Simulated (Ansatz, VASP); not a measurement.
**Two plane-wave programs on Ag**

Contents of POSCAR:

```
Ag
1.0
   -1.6556540000      1.6556540000      1.6556540000
    1.6556540000     -1.6556540000      1.6556540000
    3.3113080000      3.3113080000      0.0000000000
Ag
2
Direct
   -0.0226496599     -0.0226496599      0.0000000000
    0.5226496599      0.5226496599      0.5000000000
```

INCAR.step1

```
SYSTEM = Ag
PREC = Accurate ; ENCUT = 520
ISMEAR = 0 ; SIGMA = 0.15
LREAL = .FALSE. ; LASPH = .TRUE.
NELM = 100 ; NBANDS = 18
GGA = PE ; ALGO = Normal
EDIFF = 1E-4 ; LWAVE = .TRUE.
LCHARG = .FALSE.
```

File INCAR.step2:

```
SYSTEM = Ag
PREC = Accurate ; ENCUT = 520
EDIFF = 1E-7 ; ISMEAR = 0
SIGMA = 0.15 ; LREAL = .FALSE.
LASPH = .TRUE. ; NELM = 100
ALGO = Normal ; ISIF = 2
LWAVE = .FALSE. ; LCHARG = .FALSE.
METAGGA = R2SCAN ; LMIXTAU = .TRUE.
NBANDS = 18 ; ISTART = 1
```

File KPOINTS:

```
regular mesh
0
G
  18 18 10
  0 0 0
```

Input for Ansatz:

```yaml
crystal:
  lattice:
    - [-1.655654, 1.655654, 1.655654]
    - [1.655654, -1.655654, 1.655654]
    - [3.311308, 3.311308, 0.0]
  atoms:
    - { symbol: Ag, position: [-0.0226496599, -0.0226496599, 0.0] }
    - { symbol: Ag, position: [0.5226496599, 0.5226496599, 0.5] }
basis:
  ecutwfc: 500
kpoints:
  mp_grid: { grid: [18, 18, 10] }
hamiltonian:
  xc: r2scan
scf:
  occupations: { method: gaussian, width: 0.15 }
output:
  forces: true
  stress: true
  eigenvalues: true
```

Change from the starting cell: mode 5 (96.8 1/cm) frozen in, largest displacement +0.075 Å.

Alike in both runs: task single point; functional r2SCAN; k mesh 18 × 18 × 10; occupations gaussian, width 0.15 eV; no spin polarisation.

|  | VASP | Ansatz |
| --- | --- | --- |
| version | VASP 6.6.1 | Ansatz 0.2.0 |
| potentials or method | VASP PAW PBE potentials, release 64 (Ag), cutoff 520 eV | scalar-relativistic, plane waves, PAW |
| valence electrons in the cell | 22 | 38 |

```tsv
	VASP	Ansatz	Ansatz less VASP
gap on the k mesh at the Fermi level (eV)	none	none	-
pressure (GPa)	-3.2	-3.3	-0.09
traceless stress, the component that is largest in VASP (GPa)	0.29	0.28	-0.010
rms of the force components (eV/Å)	0.164	0.161	-0.0025
```

VASP's potentials were made for PBE, not for r2SCAN. Atom by atom the forces differ by 0.002 eV/Å (rms over components). A gap of «none» marks a metal or a gap that the smearing closes. The functional is the same, so the differences come from potentials, cutoffs and numerics. VASP's potentials hold 22 valence electrons a cell and Ansatz's 38, so a difference there can come from the potentials and not from the codes.
